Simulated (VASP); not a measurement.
Runs of VASP 6.6.1 on W. The structure is that of space group Fm-3m (No. 225), or close to it. The cells are those of the table. 

```csv
cell,gap on the mesh (eV),pressure (GPa)
"a = 2.871 Å, angles 60.0°, 1 atom",none,-11.3
"a = 2.792 Å, angles 60.0°, 1 atom",none,13.8
"a = 2.832 Å, angles 60.0°, 1 atom",none,(a)
"a = 2.945 Å, angles 60.0°, 1 atom",none,(b)
"a = 2.909 Å, angles 60.0°, 1 atom",none,-20.5
```

Alike in all rows: task single point; level PBEsol; potentials or basis VASP PAW PBE potentials, release 64 (W_sv); no spin polarisation; k mesh 10 × 10 × 10; cutoff (eV) 520; smearing fermi-dirac 0.15 eV.

Q: Estimate the missing entries.

A: (a) -0.1; (b) -27.9.

Caveats: the PAW data sets were made with another functional, which shifts forces and pressure a little; spin-orbit coupling is left out, which moves the levels of the heavy elements.

A k mesh can miss the band edges, and the runs leave out spin-orbit coupling on W.

A gap of «none» marks levels without a gap at the run's occupations.
